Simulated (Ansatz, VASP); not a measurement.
One calculation of Si3Ni, two programs

The input INCAR:

```
SYSTEM = Si3Ni
PREC = Accurate ; ENCUT = 600
EDIFF = 1E-7 ; ISMEAR = 0
SIGMA = 0.1 ; LREAL = .False.
LASPH = .True. ; NELM = 60
ALGO = Normal ; ISIF = 3
LWAVE = .False. ; LCHARG = .False.
GGA = PE ; IBRION = 2
NSW = 100 ; EDIFFG = -0.05
```

Contents of KPOINTS:

```
regular mesh
0
Gamma
  6 6 6
  0 0 0
```

The input POSCAR:

```
Si3Ni
1.0
    0.0000000000      2.9229053813      2.9229053813
    2.9229053813      0.0000000000      2.9229053813
    2.9229053813      2.9229053813      0.0000000000
Si Ni
3 1
Direct
    0.2500000000      0.2500000000      0.2500000000
    0.7500000000      0.7500000000      0.7500000000
    0.5000000000      0.5000000000      0.5000000000
    0.0000000000      0.0000000000      0.0000000000
```

Input for Ansatz:

```yaml
crystal:
  lattice:
    - [0.0, 2.9229053813, 2.9229053813]
    - [2.9229053813, 0.0, 2.9229053813]
    - [2.9229053813, 2.9229053813, 0.0]
  atoms:
    - { symbol: Si, position: [0.25, 0.25, 0.25] }
    - { symbol: Si, position: [0.75, 0.75, 0.75] }
    - { symbol: Si, position: [0.5, 0.5, 0.5] }
    - { symbol: Ni, position: [0.0, 0.0, 0.0] }
basis:
  ecutwfc: 420
kpoints:
  mp_grid: { grid: [6, 6, 6] }
hamiltonian:
  xc: pbe
scf:
  occupations: { method: gaussian, width: 0.1 }
output:
  forces: true
  stress: true
  eigenvalues: true
relax:
  adjacent_minimum: "off"
  f_tol: 0.05
  max_steps: 80
  cell: { stress_tol: 0.5 }
```

Alike in both runs: task relaxation of cell and atoms; functional PBE; k mesh 6 × 6 × 6; occupations gaussian, width 0.1 eV; no spin polarisation.

|  | VASP | Ansatz |
| --- | --- | --- |
| version | VASP 6.6.1 | Ansatz 0.2.0 |
| potentials or method | VASP PAW PBE potentials, release 64 (Si, Ni), cutoff 600 eV | scalar-relativistic, plane waves, PAW |
| valence electrons in the cell | 22 | 30 |

```csv
,VASP,Ansatz,Ansatz less VASP
"gap on the k mesh at the Fermi level, each at its own relaxed structure (eV)",none,none,-
relaxed volume (Å³/atom),13.44,13.40,-0.045
relaxed cell length with the largest relative difference (Å),4.237,4.232,-0.0047
```

A gap of «none» marks a metal or a gap that the smearing closes. VASP's potentials hold 22 valence electrons a cell and Ansatz's 30, so a difference there can come from the potentials and not from the codes.
